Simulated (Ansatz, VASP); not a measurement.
# One calculation of SiO2, two programs

INCAR

```
PREC = Accurate
ENCUT = 520
EDIFF = 1E-6
ISMEAR = 0
SIGMA = 0.05
LREAL = F
LASPH = T
NELM = 100
ALGO = Normal
ISIF = 2
LWAVE = F
LCHARG = T
GGA = PE
LELF = T
LVHAR = T
NBANDS = 25
```

File KPOINTS:

```
regular mesh
0
Gamma
  6 6 10
```

Contents of POSCAR:

```
SiO2
1.0
    4.0372407996      0.0000000000      0.0000000000
    0.0000000000      4.0372407996      0.0000000000
    0.0000000000      0.0000000000      2.4873440567
Si O
2 4
Direct
    0.5000000000      0.5000000000      0.5000000000
    0.0000000000      0.0000000000      0.0000000000
    0.6930127928      0.6930127928      0.0000000000
    0.1930127928      0.8069872072      0.5000000000
    0.3069872072      0.3069872072      0.0000000000
    0.8069872072      0.1930127928      0.5000000000
```

Input for Ansatz:

```yaml
crystal:
  lattice:
    - [4.0372407996, 0.0, 0.0]
    - [0.0, 4.0372407996, 0.0]
    - [0.0, 0.0, 2.4873440567]
  atoms:
    - { symbol: Si, position: [0.5, 0.5, 0.5] }
    - { symbol: Si, position: [0.0, 0.0, 0.0] }
    - { symbol: O, position: [0.6930127928, 0.6930127928, 0.0] }
    - { symbol: O, position: [0.1930127928, 0.8069872072, 0.5] }
    - { symbol: O, position: [0.3069872072, 0.3069872072, 0.0] }
    - { symbol: O, position: [0.8069872072, 0.1930127928, 0.5] }
basis:
  ecutwfc: 520.0
kpoints:
  mp_grid: { grid: [6, 6, 10] }
hamiltonian:
  xc: pbe
  pseudopotentials: { kind: paw, azcp: { folder: soft_1 } }
scf:
  occupations: { method: gaussian, width: 0.05 }
output:
  forces: true
  stress: true
  eigenvalues: true
```

Alike in both runs: task single point; functional PBE; k mesh 6 × 6 × 10; occupations gaussian, width 0.05 eV; no spin polarisation.

```csv
,VASP,Ansatz
version,VASP 6.6.1,Ansatz 0.2.0
potentials or method,"VASP PAW PBE potentials, release 64 (Si, O), cutoff 520 eV","scalar-relativistic, plane waves, PAW"
valence electrons in the cell,32,32
```

|  | VASP | Ansatz | Ansatz less VASP |
| --- | --- | --- | --- |
| gap on the k mesh at the Fermi level (eV) | 7.79 | 7.83 | +0.044 |
| least direct gap on the mesh (eV) | 7.79 | 7.83 | +0.044 |
| rms of the force components (eV/Å) | 0.737 | 0.715 | -0.0217 |

Atom by atom the forces differ by 0.022 eV/Å (rms over components).
